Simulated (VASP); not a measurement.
# GaGe (I-4m2) in VASP: further runs

GaGe is run at these levels: PBEsol; tasks: single point.

Program: VASP 6.6.1. These are calculated values, not measurements. Logs are shortened: lines on timing, memory, paths and dates and some standing lists are left out, and cuts for length are marked.

## (1) The cell of the first run

It takes space group I-4m2 (No. 119, tetragonal). Conventional cell: a = 3.893 Å, b = 3.893 Å, c = 5.941 Å, α = 90.00°, β = 90.00°, γ = 90.00°. Ga (site symmetry -4m2) has 4 Ge at 2.45 Å within 3.2 Å. Ge (site symmetry -4m2) has 4 Ga at 2.45 Å within 3.2 Å.

## (2) Single point, PBEsol (strain -0.050 along x and y, +0.025 along z)

File INCAR:

```
SYSTEM = GaGe
PREC = Accurate ; ENCUT = 520
EDIFF = 1E-6 ; ISMEAR = 0
SIGMA = 0.15 ; LREAL = .FALSE.
LASPH = .TRUE. ; NELM = 100
ALGO = Normal ; ISIF = 2
LWAVE = .FALSE. ; LCHARG = .TRUE.
GGA = PS ; LELF = .TRUE.
LVHAR = .TRUE. ; NBANDS = 20
```

File KPOINTS:

```
regular mesh
0
G
  14 14 14
  0 0 0
```

File POSCAR:

```
GaGe
1.0
    0.0000000000      2.7529518000      2.9702901000
    2.7529518000      0.0000000000      2.9702901000
    2.7529518000      2.7529518000      0.0000000000
Ga Ge
1 1
Direct
    0.7500000000      0.7500000000      0.7500000000
    0.0000000000      0.0000000000      0.0000000000
```

Potentials or basis: VASP PAW PBE potentials, release 64 (Ga_d, Ge_d).

Started as:

```
$ cat potpaw_PBE.64/Ga_d/POTCAR potpaw_PBE.64/Ge_d/POTCAR > POTCAR
$ mpirun -np 1 vasp_std > vasp.out
```

OUTCAR:

```text
SYSTEM = GaGe
   PREC = Accurate
   ENCUT = 520
   EDIFF = 1E-6
   ISMEAR = 0
   LREAL = .FALSE.
   LASPH = .TRUE.
   NELM = 100
   ISIF = 2
   GGA = PS

 ion  position               nearest neighbor table
   1  0.750  0.750  0.750-   2 2.45   2 2.45   2 2.45   2 2.45
   2  0.000  0.000  0.000-   1 2.45   1 2.45   1 2.45   1 2.45

  LATTYP: Found a body centered tetragonal cell.
 ALAT       =     3.8932617721
 C/A-ratio  =     1.5258620015

  Lattice vectors:

 A1 = (  -2.7529518000,   0.0000000000,   2.9702901000)
 A2 = (   2.7529518000,   0.0000000000,   2.9702901000)
 A3 = (   0.0000000000,   2.7529518000,  -2.9702901000)

Analysis of symmetry for initial positions (statically):
=====================================================================
 Subroutine PRICEL returns:
 Original cell was already a primitive cell.

 Routine SETGRP: Setting up the symmetry group for a
 body centered tetragonal supercell.

 Subroutine GETGRP returns: Found  8 space group operations
 (whereof  8 operations were pure point group operations)
 out of a pool of 16 trial point group operations.

The static configuration has the point symmetry D_2d.

Analysis of symmetry for dynamics (positions and initial velocities):
=====================================================================
 Subroutine PRICEL returns:
 Original cell was already a primitive cell.

 Routine SETGRP: Setting up the symmetry group for a
 body centered tetragonal supercell.

 Subroutine GETGRP returns: Found  8 space group operations
 (whereof  8 operations were pure point group operations)
 out of a pool of 16 trial point group operations.

The dynamic configuration has the point symmetry D_2d.

 Subroutine INISYM returns: Found  8 space group operations
 (whereof  8 operations are pure point group operations),
 and found     1 'primitive' translations

----------------------------------------------------------------------------------------

                                     Primitive cell

  volume of cell :      45.0221

  direct lattice vectors                    reciprocal lattice vectors
     0.000000000  2.752951800  2.970290100    -0.181623231  0.181623231  0.168333726
     2.752951800  0.000000000  2.970290100     0.181623231 -0.181623231  0.168333726
     2.752951800  2.752951800  0.000000000     0.181623231  0.181623231 -0.168333726

  length of vectors
     4.049860108  4.049860108  3.893261772     0.307099722  0.307099722  0.307099722

  position of ions in fractional coordinates (direct lattice)
     0.750000000  0.750000000  0.750000000
     0.000000000  0.000000000  0.000000000

  ion indices of the primitive-cell ions
   primitive index   ion index
                 1           1
                 2           2

----------------------------------------------------------------------------------------

 KPOINTS: regular mesh

Automatic generation of k-mesh.
 Grid dimensions read from file:
 generate k-points for:   14   14   14

 Generating k-lattice:

  Cartesian coordinates                     Fractional coordinates (reciprocal lattice)
    -0.012973088  0.012973088  0.012023838     0.071428571  0.000000000  0.000000000
     0.012973088 -0.012973088  0.012023838     0.000000000  0.071428571  0.000000000
     0.012973088  0.012973088 -0.012023838     0.000000000  0.000000000  0.071428571

  Length of vectors
     0.021935694  0.021935694  0.021935694

  Shift w.r.t. Gamma in fractional coordinates (k-lattice)
     0.000000000  0.000000000  0.000000000

 Subroutine IBZKPT returns following result:
 ===========================================

 Found    244 irreducible k-points:

 Following reciprocal coordinates:
            Coordinates               Weight
  0.000000  0.000000  0.000000      1.000000
  0.071429  0.000000  0.000000      8.000000
  0.142857  0.000000  0.000000      8.000000
  0.214286  0.000000  0.000000      8.000000
  0.285714  0.000000  0.000000      8.000000
  0.357143  0.000000  0.000000      8.000000
[... 16 lines left out ...]
  0.214286  0.142857  0.000000      8.000000
  0.285714  0.142857  0.000000      8.000000
 [... further k-points ...]
   k-points           NKPTS =    244   k-points in BZ     NKDIM =    244   number of bands    NBANDS=     20
   number of dos      NEDOS =    301   number of ions     NIONS =      2
   total plane-waves  NPLWV =  27000
   dimension x,y,z NGX =    30 NGY =   30 NGZ =   30
   dimension x,y,z NGXF=    60 NGYF=   60 NGZF=   60
   ions per type =               1   1
   NGX,Y,Z   is equivalent  to a cutoff of  12.31, 12.31, 12.81 a.u.
   NGXF,Y,Z  is equivalent  to a cutoff of  24.63, 24.63, 25.62 a.u.
 SYSTEM =  GaGe
   PREC   = accura    normal or accurate (medium, high low for compatibility)
   ISTART =      0    job   : 0-new  1-cont  2-samecut
   ICHARG =      2    charge: 1-file 2-atom 10-const
   ISPIN  =      1    spin polarized calculation?
   LNONCOLLINEAR =      F non collinear calculations
   LSORBIT =      F    spin-orbit coupling
   LASPH  =      T    aspherical Exc in radial PAW
   ENCUT  =  520.0 eV  38.22 Ry    6.18 a.u.   7.53  7.53  7.24*2*pi/ulx,y,z
   NELM   =    100;   NELMIN=  2; NELMDL= -5     # of ELM steps
   EDIFF  = 0.1E-05   stopping-criterion for ELM
   LREAL  =      F    real-space projection
   EDIFFG = 0.1E-04   stopping-criterion for IOM
   NSW    =      0    number of steps for IOM
   IBRION =     -1    ionic relax: 0-MD 1-quasi-New 2-CG
   NFREE  =      0    steps in history (QN), initial steepest desc. (CG)
   ISIF   =      2    stress and relaxation
   ISYM   =      2    0-nonsym 1-usesym 2-fastsym
   POTIM  = 0.5000    time-step for ionic-motion
   TEBEG  =    0.0;   TEEND  =   0.0 temperature during run
   PSTRESS=    0.0 pullay stress
   NELECT =      27.0000    total number of electrons
   NUPDOWN=      -1.0000    fix difference up-down
   EMIN   =  10.00;   EMAX   =-10.00  energy-range for DOS
   EFERMI =   0.00;   METHOD = LEGACY
   ISMEAR =     0;   SIGMA  =   0.15  broadening in eV -4-tet -1-fermi 0-gaus
   EFERMI_NEDOS =   21; number of points for ismear=-14 and -15
   IALGO  =     38    algorithm
   IMIX   =      4    mixing-type and parameters
     AMIX     =   0.40;   BMIX     =  1.00
     AMIX_MAG =   1.60;   BMIX_MAG =  1.00
  volume/ion in A,a.u.               =      22.51       151.91
  Fermi-wavevector in a.u.,A,eV,Ry     =   1.380556  2.608873 25.931822  1.905935
  Thomas-Fermi vector in A             =   2.505422
   LORBIT       =      0    0 simple, 1 ext, 2 COOP (PROOUT), +10 PAW based schemes
   GGA     = PS    functional components
   LHFCALC =     F    Hartree Fock is set to
   AEXX    =    0.0000 exact exchange contribution
   IVDW    =     0    specifies the selected vdW correction
   LEPSILON=     F    determine dielectric tensor
   LRPA    =     F    only Hartree local field effects (RPA)
 non-spin polarized calculation
 Gauss-broadening in eV      SIGMA  =   0.15
  energy-cutoff  :      520.00
  volume of cell :       45.02
 maximum number of plane-waves:      1231
   NGX = 15   NGY = 15   NGZ = 15

 number of electron      27.0000011 magnetization

 Free energy of the ion-electron system (eV)
  ---------------------------------------------------
  ext. energy  EPLUGINS =         0.00000000
  ---------------------------------------------------
  free energy    TOTEN  =        -7.91526631 eV

  energy without entropy =       -7.90188179  energy(sigma->0) =       -7.90857405

 E-fermi :   3.4849     XC(G=0): -10.1044

 val. band max:        3.4834339706   @ k =   0.3571   0.0714   0.0000
 cond. band min:       3.4893784800   @ k =   0.2857   0.1429   0.0714
 fundamental gap:      0.0059445094
 Fermi energy:         3.4849089188

 k-point     1 :       0.0000    0.0000    0.0000
  band No.  band energies     occupation
      1     -20.3676      2.00000
      2     -20.3525      2.00000
      3     -20.3525      2.00000
      4     -20.3431      2.00000
      5     -20.3226      2.00000
      6     -10.8436      2.00000
[... 12 lines left out ...]
     19      11.4370      0.00000
     20      13.6943      0.00000

 k-point     2 :       0.0714    0.0000    0.0000
  band No.  band energies     occupation
      1     -20.3674      2.00000
      2     -20.3525      2.00000
      3     -20.3524      2.00000
      4     -20.3431      2.00000
      5     -20.3225      2.00000
      6     -10.8432      2.00000
[... 12 lines left out ...]
     19      11.8239      0.00000
     20      13.2090      0.00000

 k-point     3 :       0.1429    0.0000    0.0000
  band No.  band energies     occupation
      1     -20.3668      2.00000
      2     -20.3525      2.00000
      3     -20.3520      2.00000
      4     -20.3431      2.00000
      5     -20.3223      2.00000
      6     -10.8441      2.00000
[... 12 lines left out ...]
     19      12.5246      0.00000
     20      13.0024      0.00000

 k-point     4 :       0.2143    0.0000    0.0000
  band No.  band energies     occupation
      1     -20.3660      2.00000
      2     -20.3524      2.00000
      3     -20.3515      2.00000
      4     -20.3430      2.00000
      5     -20.3218      2.00000
      6     -10.8494      2.00000
[... 12 lines left out ...]
     19      12.6081      0.00000
     20      13.4190      0.00000

 k-point     5 :       0.2857    0.0000    0.0000
  band No.  band energies     occupation
      1     -20.3652      2.00000
      2     -20.3523      2.00000
      3     -20.3510      2.00000
      4     -20.3429      2.00000
      5     -20.3213      2.00000
      6     -10.8572      2.00000
[... 12 lines left out ...]
     19      12.6107      0.00000
     20      13.6552      0.00000
[... 353 lines left out ...]
      6     -10.8385      2.00000
[... 12 lines left out ...]
     19      12.3588      0.00000
     20      13.7991      0.00000

 k-point    22 :       0.1429    0.1429    0.0000
  band No.  band energies     occupation
      1     -20.3684      2.00000
      2     -20.3514      2.00000
      3     -20.3514      2.00000
      4     -20.3424      2.00000
      5     -20.3229      2.00000
      6     -10.8554      2.00000
[... 12 lines left out ...]
     19      11.3293      0.00000
     20      12.9187      0.00000

 k-point    23 :       0.2143    0.1429    0.0000
  band No.  band energies     occupation
      1     -20.3685      2.00000
      2     -20.3510      2.00000
      3     -20.3509      2.00000
      4     -20.3421      2.00000
      5     -20.3229      2.00000
      6     -10.8602      2.00000
[... 12 lines left out ...]
     19      11.5760      0.00000
     20      13.7307      0.00000

 k-point    24 :       0.2857    0.1429    0.0000
  band No.  band energies     occupation
      1     -20.3682      2.00000
      2     -20.3507      2.00000
      3     -20.3503      2.00000
      4     -20.3419      2.00000
      5     -20.3227      2.00000
      6     -10.8644      2.00000
[... 12 lines left out ...]
     19      12.6112      0.00000
     20      14.4469      0.00000

 [... further k-points ...]
[... 5 lines left out ...]
  --------------------------------------------------------------------------------------
  -------------------------------------------------------------------------------------
  Total        0.3122872      0.3122872      0.5800234      0.0000000     -0.0000000      0.0000000
  in kB       11.1131897     11.1131897     20.6409651      0.0000000     -0.0000000      0.0000000
  external PRESSURE =      14.2891148 kB  Pullay stress =       0.0000000 kB

 VOLUME and BASIS-vectors are now :
 -----------------------------------------------------------------------------
  energy-cutoff  :      520.00
  volume of cell :       45.02
      direct lattice vectors                 reciprocal lattice vectors
     0.000000000  2.752951800  2.970290100    -0.181623231  0.181623231  0.168333726
     2.752951800  0.000000000  2.970290100     0.181623231 -0.181623231  0.168333726
     2.752951800  2.752951800  0.000000000     0.181623231  0.181623231 -0.168333726

 POSITION                                       TOTAL-FORCE (eV/Angst)
 -----------------------------------------------------------------------------------
      4.12943      4.12943      4.45544         0.000000      0.000000      0.000000
      0.00000      0.00000      0.00000        -0.000000     -0.000000     -0.000000
 -----------------------------------------------------------------------------------
    total drift:                                0.000001      0.000001     -0.000004

  FREE ENERGIE OF THE ION-ELECTRON SYSTEM (eV)
  ---------------------------------------------------
  free  energy   TOTEN  =        -7.9152663132 eV

  energy  without entropy=       -7.9018817918  energy(sigma->0) =       -7.90857405
```

Wall time 6.2 min (1 thread of AMD EPYC 7R13, shared host); peak memory 0.31 GiB.

Results:

- Free energy: -7.9153 eV
- Pressure: 1.4 GPa

Caveat: the cell differs from its parent crystal (strain -0.050 along x and y, +0.025 along z); the PAW data sets were made with another functional, which shifts forces and pressure a little.

## (3) Single point, PBEsol (strain +0.000 along x and y, -0.050 along z)

File INCAR:

```
SYSTEM = GaGe
PREC     = Accurate       ! precision mode
ENCUT    = 520            ! plane-wave cutoff, eV
EDIFF    = 1E-6           ! SCF threshold, eV
ISMEAR   = 0              ! smearing method
SIGMA    = 0.15           ! smearing width, eV
LREAL    = .FALSE.        ! projectors in reciprocal space
LASPH    = .TRUE.         ! aspherical terms in the spheres
NELM     = 100            ! most SCF steps
ALGO     = Normal         ! electronic algorithm
ISIF     = 2              ! what is computed and relaxed
LWAVE    = .FALSE.        ! write WAVECAR
LCHARG   = .FALSE.        ! write CHGCAR
GGA      = PS             ! functional
NBANDS   = 20             ! bands
```

KPOINTS is that of step 2.

File POSCAR:

```
GaGe
1.0
    0.0000000000      2.8978440000      2.7529518000
    2.8978440000      0.0000000000      2.7529518000
    2.8978440000      2.8978440000      0.0000000000
Ga Ge
1 1
Direct
    0.7500000000      0.7500000000      0.7500000000
    0.0000000000      0.0000000000      0.0000000000
```

Potentials or basis: VASP PAW PBE potentials, release 64 (Ga_d, Ge_d).

Started as:

```
$ cat potpaw_PBE.64/Ga_d/POTCAR potpaw_PBE.64/Ge_d/POTCAR > POTCAR
$ mpirun -np 1 vasp_std > vasp.out
```

Run time: 5.1 min. Hardware: 1 thread of AMD EPYC 7R13, shared host; peak memory 0.32 GiB.

The run converged. Its results:

```
Free energy : -7.9166 eV
Pressure    : -0.1 GPa
```

Levels at points of the mesh, in eV from the Fermi level:
```tsv
k point	band 10	band 11	band 12	band 13	band 14	band 15	band 16	band 17	band 18	band 19
(0.00, 0.00, 0.00)	-14.23	-10.80	1.72	1.72	2.03	2.55	4.40	4.57	4.57	7.82
(0.50, 0.00, 0.00)	-14.23	-8.69	-5.52	0.22	0.66	2.25	5.29	5.72	8.25	11.68
(0.50, 0.50, 0.00)	-14.22	-7.40	-5.71	-1.54	-1.54	2.07	2.16	11.53	11.53	12.92
(0.50, 0.00, 0.50)	-14.23	-7.64	-6.01	-1.19	-1.16	2.44	2.61	11.26	11.46	12.56
```

Caveat: the cell differs from its parent crystal (strain +0.000 along x and y, -0.050 along z); the PAW data sets were made with another functional, which shifts forces and pressure a little.

## (4) Single point, PBEsol (strain +0.050 along x and y, +0.000 along z)

File INCAR:

```
SYSTEM = GaGe
PREC = Accurate ; ENCUT = 520
EDIFF = 1E-6 ; ISMEAR = 0
SIGMA = 0.15 ; LREAL = .FALSE.
LASPH = .TRUE. ; NELM = 100
ALGO = Normal ; ISIF = 2
LWAVE = .FALSE. ; LCHARG = .TRUE.
GGA = PS ; LELF = .TRUE.
LVHAR = .TRUE. ; NBANDS = 20
```

File KPOINTS:

```
Automatic mesh
0
G
  14 14 14
  0 0 0
```

File POSCAR:

```
GaGe
1.0
    0.0000000000      3.0427362000      2.8978440000
    3.0427362000      0.0000000000      2.8978440000
    3.0427362000      3.0427362000      0.0000000000
Ga Ge
1 1
Direct
    0.7500000000      0.7500000000      0.7500000000
    0.0000000000      0.0000000000      0.0000000000
```

Started as:

```
$ cat potpaw_PBE.64/Ga_d/POTCAR potpaw_PBE.64/Ge_d/POTCAR > POTCAR
$ mpirun -np 1 vasp_std > vasp.out
```

It took 4.5 min on 1 thread of AMD EPYC 7R13, shared host; peak memory 0.35 GiB.

Results (log left out):

- Free energy: -7.7588 eV
- Pressure: -5.9 GPa

Stress tensor (GPa, compression positive):
```
-6.05  0.00  0.00
 0.00 -6.05  0.00
 0.00  0.00 -5.67
```

Levels at points of the mesh, in eV from the Fermi level:
| k point | band 11 | band 12 | band 13 | band 14 | band 15 | band 16 | band 17 | band 18 |
| --- | --- | --- | --- | --- | --- | --- | --- | --- |
| (0.00, 0.00, 0.00) | -10.00 | 1.14 | 1.45 | 1.45 | 1.72 | 4.08 | 4.24 | 4.24 |
| (0.50, 0.00, 0.00) | -8.28 | -5.07 | 0.20 | 0.56 | 1.59 | 4.99 | 5.31 | 7.90 |
| (0.50, 0.50, 0.00) | -7.25 | -5.41 | -1.28 | -1.28 | 2.06 | 2.07 | 10.15 | 10.15 |
| (0.50, 0.00, 0.50) | -7.42 | -5.64 | -0.99 | -0.96 | 2.36 | 2.44 | 9.93 | 10.08 |

Caveat: the cell differs from its parent crystal (strain +0.050 along x and y, +0.000 along z); the PAW data sets were made with another functional, which shifts forces and pressure a little.

## (5) Overview

```csv
cell,gap on the mesh (eV),pressure (GPa)
"a = 4.050, b = 4.050, c = 3.893 Å, angles 61.3, 61.3, 57.5°, 2 atoms",none,1.4
"a = 3.997, b = 3.997, c = 4.098 Å, angles 59.2, 59.2, 61.7°, 2 atoms",none,-0.1
"a = 4.202, b = 4.202, c = 4.303 Å, angles 59.2, 59.2, 61.6°, 2 atoms",none,-5.9
```

Alike in all rows: task single point; level PBEsol; potentials or basis VASP PAW PBE potentials, release 64 (Ga_d, Ge_d); no spin polarisation; k mesh 14 × 14 × 14; cutoff (eV) 520; smearing gaussian 0.15 eV.

Caveats: the PAW data sets were made with another functional, which shifts forces and pressure a little.

Absolute energies hang on the potentials; compare differences alone.
